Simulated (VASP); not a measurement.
Write the native input for VASP 6.6.1 that does the following.

```
Task                   : single point
Functional             : PBEsol
Potentials or basis    : VASP PAW PBE potentials, release 64 (Ga_d, Ge_d)
Cutoff                 : 520 eV
k mesh                 : 12 × 12 × 12
Occupations            : gaussian, width 0.1 eV
Spin                   : no spin polarisation
Dipole correction      : no
Further INCAR settings : ALGO = Normal; EDIFF = 1e-06; NBANDS = 20
```

The structure of GaGe lies in POSCAR:

```
GaGe
1.0
    0.0000000000      2.9036107096      2.9036107096
    2.9036107096      0.0000000000      2.9036107096
    2.9036107096      2.9036107096      0.0000000000
Ga Ge
1 1
Direct
    0.7500000000      0.7500000000      0.7500000000
    0.0000000000      0.0000000000      0.0000000000
```

This cell differs from its parent crystal: strained.

The input as run:

INCAR

```
PREC = Accurate
ENCUT = 520
EDIFF = 1E-6
ISMEAR = 0
SIGMA = 0.1
LREAL = False
LASPH = True
NELM = 80
ALGO = Normal
ISIF = 2
LWAVE = False
LCHARG = False
GGA = PS
NBANDS = 20
```

KPOINTS

```
regular mesh
0
Gamma
  12 12 12
```

Potentials or basis: VASP PAW PBE potentials, release 64 (Ga_d, Ge_d).

Command:

```console
$ cat potpaw_PBE.64/Ga_d/POTCAR potpaw_PBE.64/Ge_d/POTCAR > POTCAR
$ mpirun -np 1 vasp_std > vasp.out
```

Results of the run:

| Quantity | Value |
| --- | --- |
| Pressure | -2.8 GPa |
| Band gap on the k mesh | zero (an odd number of electrons rules out a gap without spin polarisation) |

Caveat: the cell differs from its parent crystal (strained); the PAW data sets were made with another functional, which shifts forces and pressure a little.

Wall time 70 s on 1 thread of Intel Xeon 8259CL, with other jobs on the host, peak memory 0.22 GiB.
